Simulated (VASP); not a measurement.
# Pt: single point with PBEsol

The system is Pt, a wire with vacuum.

```xyz
16
Lattice="14.6000 0.0000 0.0000 0.0000 14.8000 0.0000 0.0000 0.0000 6.4164" Properties=species:S:1:pos:R:3 pbc="T T T"
Pt   10.0094    7.4000   -0.1623
Pt    8.3798    4.7949    2.1819
Pt    8.3798   10.0051    2.1819
Pt    7.0191    7.4000    4.2730
Pt    5.3152    7.4000   -0.0088
Pt    8.6508    7.4000    2.0187
Pt    6.9327    4.6398    4.3083
Pt    6.9327   10.1602    4.3083
Pt    7.6113    5.8871    0.0354
Pt    6.0032    8.7191    2.1047
Pt    4.7241    6.0323    4.3474
Pt    9.2517    8.8000    4.2804
Pt    7.6113    8.9129    0.0354
Pt    6.0032    6.0809    2.1047
Pt    4.7241    8.7677    4.3474
Pt    9.2517    6.0000    4.2804
```

* Program: VASP 6.6.1
* Task: single point
* Functional: PBEsol
* Potentials or basis: VASP PAW PBE potentials, release 64 (Pt)
* Cutoff: 520 eV
* k mesh: 1 × 1 × 8
* Occupations: gaussian, width 0.05 eV
* Spin: no spin polarisation

The largest force is 0.029 eV/Å and the band gap on the k mesh is zero (bands 80 and 81 overlap by 0.02 eV).

Forces in eV/Å, atoms in the order of the input:
```
Pt  -0.014  0.000  0.013
Pt  -0.010  0.005 -0.004
Pt  -0.010 -0.005 -0.004
Pt  -0.004  0.000  0.002
Pt   0.017  0.000  0.010
Pt  -0.001  0.000 -0.008
Pt  -0.014  0.002 -0.005
Pt  -0.014 -0.002 -0.005
Pt   0.003  0.013 -0.004
Pt   0.020 -0.008  0.019
Pt   0.016 -0.005 -0.006
Pt  -0.014 -0.008 -0.008
Pt   0.003 -0.013 -0.004
Pt   0.020  0.008  0.019
Pt   0.016  0.005 -0.006
Pt  -0.014  0.008 -0.008
```

Levels at points of the mesh, in eV from the Fermi level:
| k point | band 77 | band 78 | band 79 | band 80 | band 81 | band 82 | band 83 | band 84 |
| --- | --- | --- | --- | --- | --- | --- | --- | --- |
| (0.00, 0.00, 0.00) | -0.18 | -0.16 | -0.16 | -0.05 | 0.00 | 0.05 | 0.07 | 0.16 |
| (0.00, 0.00, 0.50) | -0.19 | -0.10 | -0.09 | 0.01 | 0.03 | 0.03 | 0.07 | 0.17 |

It took 23 min on 1 thread of Intel(R) Xeon(R) 6975P-C (Granite Rapids), with other jobs on the host, peak memory 1.3 GiB.

Caveat: the PAW data sets were made with another functional, which shifts forces and pressure a little; spin-orbit coupling is left out, which moves the levels of the heavy elements.
